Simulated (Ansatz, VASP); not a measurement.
## Hf2MgO in VASP and in Ansatz

INCAR

```
PREC = Accurate
ENCUT = 600
EDIFF = 1E-6
ISMEAR = 0
SIGMA = 0.1
LREAL = F
LASPH = T
NELM = 80
ALGO = Normal
ISIF = 3
LWAVE = F
LCHARG = F
GGA = PE
IBRION = 2
NSW = 100
EDIFFG = -0.01
```

File KPOINTS:

```
regular mesh
0
Gamma
  18 18 6
```

File POSCAR:

```
Hf2MgO
1.0
    3.1310954928      0.0000000000      0.0000000000
   -1.5655477464      2.7116082385      0.0000000000
    0.0000000000      0.0000000000     10.0638930996
Mg Hf O
1 2 1
Direct
    0.0000000000      0.0000000000      0.5000000000
    0.0000000000      0.0000000000      0.1910550383
    0.0000000000      0.0000000000      0.8089449617
    0.0000000000      0.0000000000      0.0000000000
```

Input for Ansatz:

```yaml
crystal:
  lattice:
    - [3.1310954928, 0.0, 0.0]
    - [-1.5655477464, 2.7116082385, 0.0]
    - [0.0, 0.0, 10.0638930996]
  atoms:
    - { symbol: Mg, position: [0.0, 0.0, 0.5] }
    - { symbol: Hf, position: [0.0, 0.0, 0.1910550383] }
    - { symbol: Hf, position: [0.0, 0.0, 0.8089449617] }
    - { symbol: O, position: [0.0, 0.0, 0.0] }
basis:
  ecutwfc: 420
kpoints:
  mp_grid: { grid: [18, 18, 6] }
hamiltonian:
  xc: pbe
scf:
  occupations: { method: gaussian, width: 0.1 }
output:
  forces: true
  stress: true
  eigenvalues: true
  write_density: true
  write_potential: true
  elf: true
  volumetric_format: npy
relax:
  adjacent_minimum: "off"
  f_tol: 0.01
  max_steps: 80
  cell: { stress_tol: 0.05 }
```

Alike in both runs: task relaxation of cell and atoms; functional PBE; k mesh 18 × 18 × 6; occupations gaussian, width 0.1 eV; no spin polarisation.

|  | VASP | Ansatz |
| --- | --- | --- |
| version | VASP 6.6.1 | Ansatz 0.2.0 |
| potentials or method | VASP PAW PBE potentials, release 64 (Mg, Hf_pv, O), cutoff 600 eV | scalar-relativistic, plane waves, PAW |
| valence electrons in the cell | 28 | 68 |

```csv
,VASP,Ansatz,Ansatz less VASP
"gap on the k mesh at the Fermi level, each at its own relaxed structure (eV)",none,none,-
relaxed volume (Å³/atom),21.32,21.40,+0.087
relaxed length of the cell vector where the two differ most in proportion (Å),3.126,3.130,+0.0043
```

A gap of «none» marks a metal or a gap that the smearing closes. VASP's potentials hold 28 valence electrons a cell and Ansatz's 68, so a difference there can come from the potentials and not from the codes.

Spin-orbit coupling is off throughout.
